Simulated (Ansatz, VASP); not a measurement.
**Two plane-wave programs on Ir**

```
Ir
1.0
     2.73944    0.00000    0.00000
    -1.36972    2.37243    0.00000
     0.00000    0.00000   20.11230
Ir
9
Cartesian
  0.0000 0.0000 -0.0008
  0.0000 1.5816 2.2450
  0.0000 0.0000 4.4748
  1.3697 0.7908 6.7028
  0.0000 1.5816 8.9418
  0.0000 0.0000 11.1645
  1.3697 0.7908 13.4111
  0.0000 0.0000 15.6464
  0.0000 1.5816 17.8637
```

Alike in both runs: functional PBE; k mesh 18 × 18 × 3; occupations gaussian, width 0.1 eV; no spin polarisation.

Ansatz relaxed the structure, and its values are those at the end. VASP's run is a single point on that final structure, the one shown.

|  | VASP | Ansatz |
| --- | --- | --- |
| version | VASP 6.6.1 | Ansatz 0.2.0 |
| potentials or method | VASP PAW PBE potentials, release 64 (Ir), cutoff 520 eV | scalar-relativistic, plane waves, PAW |
| valence electrons in the cell | 81 | 153 |

```tsv
	VASP	Ansatz	Ansatz less VASP
gap on the k mesh at the Fermi level (eV)	none	none	-
pressure (GPa)	0.5	0.0	-0.50
```

A gap of «none» marks a metal or a gap that the smearing closes. With one functional, cell and mesh, what is left measures potentials, basis and numerics. VASP's potentials hold 81 valence electrons a cell and Ansatz's 153, so a difference there can come from the potentials and not from the codes.

Neither program's run includes spin-orbit coupling. Noted on VASP's run: too few bands were computed for a metal, which touches its energy and stress.
